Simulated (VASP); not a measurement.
# AlIn2As3 (Cmc2_1) in VASP: relaxation of cell and atoms with PBE

Aim: the relaxation of cell and atoms of AlIn2As3 with PBE.

All numbers are computed with VASP 6.6.1; they aren't measurements. Logs are shortened: lines on timing, memory, paths and dates and some standing lists are left out, and cuts for length are marked.

**1. The cell of the first run**

The structure is orthorhombic, space group Cmc2_1 (No. 36). The conventional cell has a = 12.570 Å, b = 7.260 Å, c = 6.840 Å, α = 90.00°, β = 90.00°, γ = 90.00°. Al (site symmetry m) has 4 As at 2.56 to 2.57 Å within 3.4 Å. In (site symmetry 1) has 4 As at 2.56 to 2.57 Å within 3.4 Å. As (site symmetry 1) has 3 In at 2.56 to 2.57 Å and 1 Al at 2.57 Å within 3.4 Å. Within 3.4 Å of As (site symmetry m) lie 2 Al at 2.56 to 2.57 Å and 2 In at 2.57 Å.

**2. Relaxation of cell and atoms, PBE**

Contents of INCAR:

```
  PREC = Accurate
  ENCUT = 500
  EDIFF = 1E-7
  ISMEAR = 0
  SIGMA = 0.2
  LREAL = F
  LASPH = T
  NELM = 120
  ALGO = Normal
  ISIF = 3
  LWAVE = F
  LCHARG = F
  GGA = PE
  IBRION = 2
  NSW = 36
  EDIFFG = -0.08
  GGA_COMPAT = F
  NELMIN = 4
```

Contents of KPOINTS:

```
Automatic mesh
0
Gamma
  3 3 3
```

Contents of POSCAR:

```
AlIn2As3
1.0
    6.2850000000     -3.6300000000      0.0000000000
    6.2850000000      3.6300000000      0.0000000000
    0.0000000000      0.0000000000      6.8400000000
Al In As
2 4 6
Direct
    0.8333000000      0.1667000000      0.5000000000
    0.1667000000      0.8333000000      0.0000000000
    0.5000000000      0.8334000000      0.5000000000
    0.5000000000      0.1666000000      0.0000000000
    0.8334000000      0.5000000000      0.0000000000
    0.1666000000      0.5000000000      0.5000000000
    0.5000000000      0.8334000000      0.1250000000
    0.5000000000      0.1666000000      0.6250000000
    0.8333000000      0.1667000000      0.1250000000
    0.1667000000      0.8333000000      0.6250000000
    0.8334000000      0.5000000000      0.6250000000
    0.1666000000      0.5000000000      0.1250000000
```

Potentials or basis: VASP PAW PBE potentials, release 64 (Al, In_d, As).

Started as:

```
cat potpaw_PBE.64/Al/POTCAR potpaw_PBE.64/In_d/POTCAR potpaw_PBE.64/As/POTCAR > POTCAR
mpirun -np 1 vasp_std > vasp.out
```

OUTCAR:

```text
PREC = Accurate
   ENCUT = 500
   EDIFF = 1E-7
   ISMEAR = 0
   LREAL = F
   LASPH = T
   NELM = 120
   ISIF = 3
   GGA = PE
   IBRION = 2
   NSW = 36
   EDIFFG = -0.08
   NELMIN = 4

 ion  position               nearest neighbor table
   1  0.833  0.167  0.500-   9 2.56   8 2.57  11 2.57  10 2.57
   2  0.167  0.833  0.000-  10 2.56   7 2.57  12 2.57   9 2.57
   3  0.500  0.833  0.500-   7 2.56   8 2.57  10 2.57  11 2.57
   4  0.500  0.167  0.000-   8 2.56   7 2.57   9 2.57  12 2.57
   5  0.833  0.500  0.000-  11 2.56  12 2.57   9 2.57   7 2.57
   6  0.167  0.500  0.500-  12 2.56  11 2.57  10 2.57   8 2.57
   7  0.500  0.833  0.125-   3 2.56   4 2.57   2 2.57   5 2.57
   8  0.500  0.167  0.625-   4 2.56   3 2.57   1 2.57   6 2.57
   9  0.833  0.167  0.125-   1 2.56   4 2.57   5 2.57   2 2.57
  10  0.167  0.833  0.625-   2 2.56   3 2.57   6 2.57   1 2.57
  11  0.833  0.500  0.625-   5 2.56   6 2.57   1 2.57   3 2.57
  12  0.167  0.500  0.125-   6 2.56   5 2.57   2 2.57   4 2.57

  LATTYP: Found a base centered orthorhombic cell.
 ALAT       =     7.2600000000
 B/A-ratio  =     1.7314049587
 C/A-ratio  =     0.9421487603

  Lattice vectors:

 A1 = (  -6.2850000000,  -3.6300000000,   0.0000000000)
 A2 = (   6.2850000000,  -3.6300000000,   0.0000000000)
 A3 = (   0.0000000000,   0.0000000000,   6.8400000000)

Analysis of symmetry for initial positions (statically):
=====================================================================
 Subroutine PRICEL returns:
 Original cell was already a primitive cell.

 Routine SETGRP: Setting up the symmetry group for a
 base centered orthorhombic supercell.

 Subroutine GETGRP returns: Found  4 space group operations
 (whereof  2 operations were pure point group operations)
 out of a pool of  8 trial point group operations.

The static configuration has the point symmetry C_1h.
 The point group associated with its full space group is C_2v.

Analysis of symmetry for dynamics (positions and initial velocities):
=====================================================================
 Subroutine PRICEL returns:
 Original cell was already a primitive cell.

 Routine SETGRP: Setting up the symmetry group for a
 base centered orthorhombic supercell.

 Subroutine GETGRP returns: Found  4 space group operations
 (whereof  2 operations were pure point group operations)
 out of a pool of  8 trial point group operations.

The dynamic configuration has the point symmetry C_1h.
 The point group associated with its full space group is C_2v.

 Subroutine INISYM returns: Found  4 space group operations
 (whereof  2 operations are pure point group operations),
 and found     1 'primitive' translations

----------------------------------------------------------------------------------------

                                     Primitive cell

  volume of cell :     312.1030

  direct lattice vectors                    reciprocal lattice vectors
     6.285000000 -3.630000000  0.000000000     0.079554495 -0.137741047  0.000000000
     6.285000000  3.630000000  0.000000000     0.079554495  0.137741047  0.000000000
     0.000000000  0.000000000  6.840000000     0.000000000  0.000000000  0.146198830

  length of vectors
     7.257969757  7.257969757  6.840000000     0.159064495  0.159064495  0.146198830

  position of ions in fractional coordinates (direct lattice)
     0.833300000  0.166700000  0.500000000
     0.166700000  0.833300000  0.000000000
     0.500000000  0.833400000  0.500000000
     0.500000000  0.166600000  0.000000000
     0.833400000  0.500000000  0.000000000
     0.166600000  0.500000000  0.500000000
     0.500000000  0.833400000  0.125000000
     0.500000000  0.166600000  0.625000000
     0.833300000  0.166700000  0.125000000
     0.166700000  0.833300000  0.625000000
     0.833400000  0.500000000  0.625000000
     0.166600000  0.500000000  0.125000000

  ion indices of the primitive-cell ions
   primitive index   ion index
                 1           1
                 2           2
                 3           3
                 4           4
                 5           5
                 6           6
                 7           7
                 8           8
                 9           9
                10          10
                11          11
                12          12

----------------------------------------------------------------------------------------

 KPOINTS: Automatic mesh

Automatic generation of k-mesh.
 Grid dimensions read from file:
 generate k-points for:    3    3    3

 Generating k-lattice:

  Cartesian coordinates                     Fractional coordinates (reciprocal lattice)
     0.026518165 -0.045913682  0.000000000     0.333333333 -0.000000000  0.000000000
     0.026518165  0.045913682  0.000000000    -0.000000000  0.333333333  0.000000000
     0.000000000  0.000000000  0.048732943     0.000000000  0.000000000  0.333333333

  Length of vectors
     0.053021498  0.053021498  0.048732943

  Shift w.r.t. Gamma in fractional coordinates (k-lattice)
     0.000000000  0.000000000  0.000000000

 Subroutine IBZKPT returns following result:
 ===========================================

 Found      8 irreducible k-points:

 Following reciprocal coordinates:
            Coordinates               Weight
  0.000000  0.000000  0.000000      1.000000
  0.333333  0.000000  0.000000      4.000000
  0.333333  0.333333  0.000000      2.000000
 -0.333333  0.333333  0.000000      2.000000
  0.000000  0.000000  0.333333      2.000000
  0.333333  0.000000  0.333333      8.000000
  0.333333  0.333333  0.333333      4.000000
 -0.333333  0.333333  0.333333      4.000000
   k-points           NKPTS =      8   k-points in BZ     NKDIM =      8   number of bands    NBANDS=     52
   number of dos      NEDOS =    301   number of ions     NIONS =     12
   total plane-waves  NPLWV = 145800
   dimension x,y,z NGX =    54 NGY =   54 NGZ =   50
   dimension x,y,z NGXF=   108 NGYF=  108 NGZF=  100
   ions per type =               2   4   6
   NGX,Y,Z   is equivalent  to a cutoff of  12.37, 12.37, 12.15 a.u.
   NGXF,Y,Z  is equivalent  to a cutoff of  24.74, 24.74, 24.30 a.u.
 SYSTEM =  unknown system
   PREC   = accura    normal or accurate (medium, high low for compatibility)
   ISTART =      0    job   : 0-new  1-cont  2-samecut
   ICHARG =      2    charge: 1-file 2-atom 10-const
   ISPIN  =      1    spin polarized calculation?
   LNONCOLLINEAR =      F non collinear calculations
   LSORBIT =      F    spin-orbit coupling
   LASPH  =      T    aspherical Exc in radial PAW
   ENCUT  =  500.0 eV  36.75 Ry    6.06 a.u.  13.23 13.23 12.47*2*pi/ulx,y,z
   NELM   =    120;   NELMIN=  4; NELMDL= -5     # of ELM steps
   EDIFF  = 0.1E-06   stopping-criterion for ELM
   LREAL  =      F    real-space projection
   EDIFFG = -.8E-01   stopping-criterion for IOM
   NSW    =     36    number of steps for IOM
   IBRION =      2    ionic relax: 0-MD 1-quasi-New 2-CG
   NFREE  =      1    steps in history (QN), initial steepest desc. (CG)
   ISIF   =      3    stress and relaxation
   ISYM   =      2    0-nonsym 1-usesym 2-fastsym
   POTIM  = 0.5000    time-step for ionic-motion
   TEBEG  =    0.0;   TEEND  =   0.0 temperature during run
   PSTRESS=    0.0 pullay stress
   NELECT =      88.0000    total number of electrons
   NUPDOWN=      -1.0000    fix difference up-down
   EMIN   =  10.00;   EMAX   =-10.00  energy-range for DOS
   EFERMI =   0.00;   METHOD = LEGACY
   ISMEAR =     0;   SIGMA  =   0.20  broadening in eV -4-tet -1-fermi 0-gaus
   EFERMI_NEDOS =   21; number of points for ismear=-14 and -15
   IALGO  =     38    algorithm
   IMIX   =      4    mixing-type and parameters
     AMIX     =   0.40;   BMIX     =  1.00
     AMIX_MAG =   1.60;   BMIX_MAG =  1.00
  volume/ion in A,a.u.               =      26.01       175.51
  Fermi-wavevector in a.u.,A,eV,Ry     =   1.073502  2.028626 15.679457  1.152408
  Thomas-Fermi vector in A             =   2.209304
   LORBIT       =      0    0 simple, 1 ext, 2 COOP (PROOUT), +10 PAW based schemes
   GGA     = PE    functional components
   LHFCALC =     F    Hartree Fock is set to
   AEXX    =    0.0000 exact exchange contribution
   IVDW    =     0    specifies the selected vdW correction
   LEPSILON=     F    determine dielectric tensor
   LRPA    =     F    only Hartree local field effects (RPA)
 conjugate gradient relaxation of ions
 non-spin polarized calculation
 Gauss-broadening in eV      SIGMA  =   0.20
  energy-cutoff  :      500.00
  volume of cell :      312.10
 maximum number of plane-waves:      7935
 NGX is ok and might be reduce to    54
   NGX = 27   NGY = 27   NGZ = 25

--------------------------------------- Ionic step        1  -------------------------------------------

 number of electron      87.9999982 magnetization

 Free energy of the ion-electron system (eV)
  ---------------------------------------------------
  ext. energy  EPLUGINS =         0.00000000
  ---------------------------------------------------
  free energy    TOTEN  =       -48.66632899 eV

  energy without entropy =      -48.66344669  energy(sigma->0) =      -48.66488784

 E-fermi :   4.6798     XC(G=0):  -9.0733

 val. band max:        4.4123166122   @ k =   0.0000   0.0000   0.0000
 cond. band min:       4.8948863787   @ k =   0.0000   0.0000   0.0000
 fundamental gap:      0.4825697665
 Fermi energy:         4.6797901112

 k-point     1 :       0.0000    0.0000    0.0000
  band No.  band energies     occupation
      1     -10.1568      2.00000
      2     -10.1470      2.00000
      3     -10.1457      2.00000
      4     -10.1112      2.00000
      5     -10.0550      2.00000
      6      -9.9899      2.00000
[... 794 lines left out ...]
  energy  without entropy=      -49.4616623387  energy(sigma->0) =      -49.46618547

--------------------------------------- Ionic step        9  -------------------------------------------

 number of electron      88.0000007 magnetization

 Free energy of the ion-electron system (eV)
  ---------------------------------------------------
  ext. energy  EPLUGINS =         0.00000000
  ---------------------------------------------------
  free energy    TOTEN  =       -49.47428708 eV

  energy without entropy =      -49.46530937  energy(sigma->0) =      -49.46979822

 E-fermi :   4.0258     XC(G=0):  -8.8674

 val. band max:        3.8799214255   @ k =   0.0000   0.0000   0.0000
 cond. band min:       4.0977462869   @ k =   0.0000   0.0000   0.0000
 fundamental gap:      0.2178248615
 Fermi energy:         4.0258357089

 k-point     1 :       0.0000    0.0000    0.0000
  band No.  band energies     occupation
      1     -10.4647      2.00000
      2     -10.4549      2.00000
      3     -10.4535      2.00000
      4     -10.4323      2.00000
      5     -10.3974      2.00000
      6     -10.3547      2.00000
[... 468 lines left out ...]
  FREE ENERGIE OF THE ION-ELECTRON SYSTEM (eV)
  ---------------------------------------------------
  free  energy   TOTEN  =       -49.4742870799 eV

  energy  without entropy=      -49.4653093660  energy(sigma->0) =      -49.46979822

 reached required accuracy - stopping structural energy minimisation
```

Wall time 22 min (1 thread of Intel Xeon Platinum 8259CL at 2.50GHz (Skylake/Cascade Lake), shared host); peak memory 0.44 GiB.

Results:

```yaml
Free_energy: -49.4743 eV
Relaxed_volume: 27.35 Å³/atom
Relaxed_cell: a = 7.359 Å, b = 7.359 Å, c = 6.995 Å, α = 90.00°, β = 90.00°, γ = 60.03°
Space_group_after_relaxing_to_0.1_Å: Cmc2_1 (No. 36)
Energy_gained_by_relaxing: 67.3 meV/atom
Ionic_steps: 9
Pressure_after_relaxing: 0.0 GPa
Largest_force_after_relaxing: 0.040 eV/Å
Band_gap_on_the_k_mesh: 0.22 eV
```

Forces on the atoms (eV/Å):
```
Al   0.000  0.014  0.038
Al   0.000 -0.014  0.038
In  -0.018 -0.001 -0.036
In   0.018  0.001 -0.036
In  -0.018  0.001 -0.036
In   0.018 -0.001 -0.036
As   0.000 -0.007  0.008
As   0.000  0.007  0.008
As   0.000  0.018  0.017
As   0.000 -0.018  0.017
As   0.000  0.007  0.008
As   0.000 -0.007  0.008
```

Step by step:
```
step  energy change (eV)  largest force (eV/Å)  pressure (GPa)  volume (Å³)
   1              0.0000                1.4618            3.81       312.10
   2             -0.5378                0.6866           -1.60       340.89
   3             -0.5390                0.7212           -1.37       339.28
   4             -0.7197                0.4276           -0.72       333.49
   5             -0.7870                0.3172            0.16       327.32
   6             -0.7872                0.3094            0.12       327.62
   7             -0.8022                0.1159            0.01       328.12
   8             -0.8044                0.0921           -0.04       328.40
   9             -0.8080                0.0401            0.00       328.19
```

Final structure:
```
Al In As
1.0
     6.37242   -3.68114    0.00000
     6.37242    3.68114    0.00000
     0.00000    0.00000    6.99530
Al In As
2 4 6
Direct
  0.83913 0.16087 0.49831
  0.16087 0.83913 0.99831
  0.49504 0.83352 0.50052
  0.50496 0.16648 0.00052
  0.83352 0.49504 0.00052
  0.16648 0.50496 0.50052
  0.48117 0.83357 0.11717
  0.51883 0.16643 0.61717
  0.85227 0.14773 0.14132
  0.14773 0.85227 0.64132
  0.83357 0.48117 0.61717
  0.16643 0.51883 0.11717
```

Levels at points of the mesh, in eV from the valence-band top:
```tsv
k point	band 40	band 41	band 42	band 43	band 44	band 45	band 46	band 47	band 48	band 49
(0.00, 0.00, 0.00)	-0.91	-0.89	-0.16	-0.01	0.00	0.22	0.89	2.49	2.55	3.79
```

Caveat: spin-orbit coupling is left out, which moves the levels of the heavy elements; the relaxation stopped at a loose force limit of 0.08 eV/Å, so its end isn't a converged minimum.
